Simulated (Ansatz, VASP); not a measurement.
This is a calculation of Yb for VASP 6.6.1.

Contents of INCAR:

```
SYSTEM = Yb
ALGO     = Normal         ! electronic algorithm
EDIFF    = 1E-6           ! SCF threshold, eV
ENCUT    = 520            ! plane-wave cutoff, eV
GGA      = CA             ! functional
ISIF     = 2              ! what is computed and relaxed
ISMEAR   = -1             ! smearing method
ISPIN    = 2              ! spin polarisation
LASPH    = .TRUE.         ! aspherical terms in the spheres
LCHARG   = .FALSE.        ! write CHGCAR
LMAXMIX  = 6              ! l up to which the mixer works
LORBIT   = 11             ! projections on sites
LREAL    = .FALSE.        ! projectors in reciprocal space
LWAVE    = .FALSE.        ! write WAVECAR
MAGMOM   = 1              ! initial moments
NBANDS   = 22             ! bands
NELM     = 150            ! most SCF steps
PREC     = Accurate       ! precision mode
SIGMA    = 0.05           ! smearing width, eV
```

The input KPOINTS:

```
k-points
0
G
  8 8 8
  0 0 0
```

File POSCAR:

```
Yb
1.0
    0.0000000000      2.7431000000      2.7431000000
    2.7431000000      0.0000000000      2.7431000000
    2.7431000000      2.7431000000      0.0000000000
Yb
1
Direct
    0.0000000000      0.0000000000      0.0000000000
```

Potentials or basis: VASP PAW PBE potentials, release 64 (Yb).

Launch:

```sh
$ cat potpaw_PBE.64/Yb/POTCAR > POTCAR
$ mpirun -np 1 vasp_std > vasp.out
```

**Question.** Translate it to Ansatz 0.2.0. Potentials there: all-electron LAPW, scalar-relativistic.

**Answer.** As run (the cutoff follows the program's own potentials):

The input input.yaml:

```yaml
crystal:
  lattice:
    - [0.0, 2.7431, 2.7431]
    - [2.7431, 0.0, 2.7431]
    - [2.7431, 2.7431, 0.0]
  atoms:
    - { symbol: Yb, position: [0.0, 0.0, 0.0], spin: 1.0 }
kpoints:
  mp_grid: { grid: [8, 8, 8] }
scf:
  occupations: { method: fermi_dirac, width: 0.05 }
hamiltonian:
  xc: lda
  pseudopotentials: { kind: all_electron, lapw: { basis_error: 0.001 } }
magnetization:
  spin_polarized: true
output:
  forces: true
  stress: true
  eigenvalues: true
```

Potentials or basis: all-electron LAPW, scalar-relativistic.

Run with:

```sh
$ ansatz run input.yaml --threads 2 --pin off --max-ram 6144MiB --backend cpu --events-out ev --progress --plain --runs-dir out
```

Both were run:

|  | VASP | Ansatz | Ansatz less VASP |
| --- | --- | --- | --- |
| gap on the k mesh at the Fermi level (eV) | none | none | - |
| pressure (GPa) | -2.8 | -4.4 | -1.67 |
| net moment per atom (μB) | 0.00 | 0.00 | 0.000 |

VASP's potentials were made for PBE, not for LDA. LDA's correlation is that of Perdew and Zunger in VASP and of Perdew and Wang (1992) in Ansatz. A gap of «none» marks a metal or a gap that the smearing closes. Ansatz ran all-electron here, and VASP with PAW potentials.

Spin-orbit coupling is off throughout. Noted on Ansatz's run: the open f shell may have settled in a state that isn't the lowest.
